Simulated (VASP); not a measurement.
# Zn12H (a cell with a defect): single point with PBE

Zn12H (a cell with a defect):

```xyz
13
Lattice="5.3200 0.0000 0.0000 -3.9900 6.9109 0.0000 0.0000 0.0000 4.9370" Properties=species:S:1:pos:R:3 pbc="T T T"
Zn    0.0664   -0.0208   -0.0349
Zn    0.1082    1.4809    2.4816
Zn   -1.2761    2.3796   -0.2270
Zn   -1.2429    3.8288    2.3377
Zn   -2.6490    4.5522   -0.0651
Zn   -2.5905    6.0879    2.2949
Zn    2.6492   -0.1054   -0.2711
Zn    2.7060    1.5309    2.5345
Zn    1.2908    2.3123    0.0018
Zn    1.4074    3.7909    2.3986
Zn    0.0349    4.6363    0.0044
Zn    0.1165    6.0745    2.4930
H     3.3939    1.0947    5.8293
```

```
Program                : VASP 6.6.1
Task                   : single point
Functional             : PBE
Potentials or basis    : VASP PAW PBE potentials, release 64 (Zn, H)
Cutoff                 : 520 eV
k mesh                 : 4 × 3 × 3
Occupations            : gaussian, width 0.15 eV
Spin                   : no spin polarisation
Dipole correction      : no
Further INCAR settings : ALGO = Normal; EDIFF = 1e-07; NBANDS = 84
```

```
Pressure      : 3.0 GPa
Largest force : 0.093 eV/Å
```

Forces in eV/Å, atoms in the order of the input:
```
Zn  -0.013  0.002  0.019
Zn  -0.002 -0.015 -0.015
Zn   0.023  0.008 -0.015
Zn   0.013 -0.009  0.002
Zn  -0.002  0.002  0.004
Zn   0.011 -0.012  0.004
Zn   0.010 -0.023 -0.002
Zn   0.007 -0.006  0.010
Zn  -0.002 -0.004 -0.004
Zn   0.007 -0.006  0.006
Zn   0.007  0.008  0.000
Zn   0.014 -0.003 -0.007
H   -0.073  0.058 -0.001
```

Stress tensor (GPa, compression positive):
```
 5.53 -1.25  0.53
-1.25  0.43 -0.20
 0.53 -0.20  3.00
```

Levels at points of the mesh, in eV from the Fermi level:
```csv
k point,band 68,band 69,band 70,band 71,band 72,band 73,band 74,band 75,band 76,band 77
"(0.00, 0.00, 0.00)",-3.20,-2.50,-1.11,-0.97,-0.56,0.09,0.27,0.51,1.27,1.67
"(0.50, 0.00, 0.00)",-2.06,-1.97,-1.45,-1.43,-1.35,-0.78,-0.57,-0.26,0.12,1.96
```

Wall time 4.3 min on 1 thread of AMD EPYC 9R45 96-Core Processor (Zen 5), on a shared host, peak memory 0.37 GiB.

Caveat: the k points lie up to 0.42 Å⁻¹ apart.
